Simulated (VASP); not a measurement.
**C: single point with r2SCAN**

C:

```
C
1.0
     6.19085    0.00000    0.00000
    -3.09543    5.36143    0.00000
     0.00000    0.00000    1.27492
C
3
Cartesian
  0.0000 0.0000 0.0000
  0.0000 3.5743 0.6375
  3.0954 1.7871 0.6375
```

```yaml
Program: VASP 6.6.1
Task: single point
Functional: r2SCAN
Potentials_or_basis: VASP PAW PBE potentials, release 64 (C)
Cutoff: 520 eV
k_mesh: 9 × 9 × 36
Occupations: gaussian, width 0.1 eV
Spin: no spin polarisation
```

- Pressure: 0.0 GPa
- Band gap on the k mesh: zero (bands 6 and 7 overlap by 16.00 eV)

Stress tensor (GPa, compression positive):
```
-0.02  0.00  0.00
 0.00 -0.02  0.00
 0.00  0.00  0.08
```

Levels at points of the mesh, in eV from the Fermi level:
| k point | band 3 | band 4 | band 5 | band 6 | band 7 | band 8 | band 9 | band 10 |
| --- | --- | --- | --- | --- | --- | --- | --- | --- |
| (0.00, 0.00, 0.00) | -17.43 | -6.18 | -6.18 | -6.18 | -6.18 | -5.02 | -5.02 | 5.06 |
| (0.00, 0.00, 0.50) | -9.68 | 8.88 | 9.08 | 9.30 | 11.98 | 11.98 | 12.12 | 12.12 |

Wall time 2.1 min on 1 thread of Intel(R) Xeon(R) 6975P-C (Granite Rapids) (shared host), peak memory 0.22 GiB.

Caveat: the PAW data sets were made with another functional, which shifts forces and pressure a little.
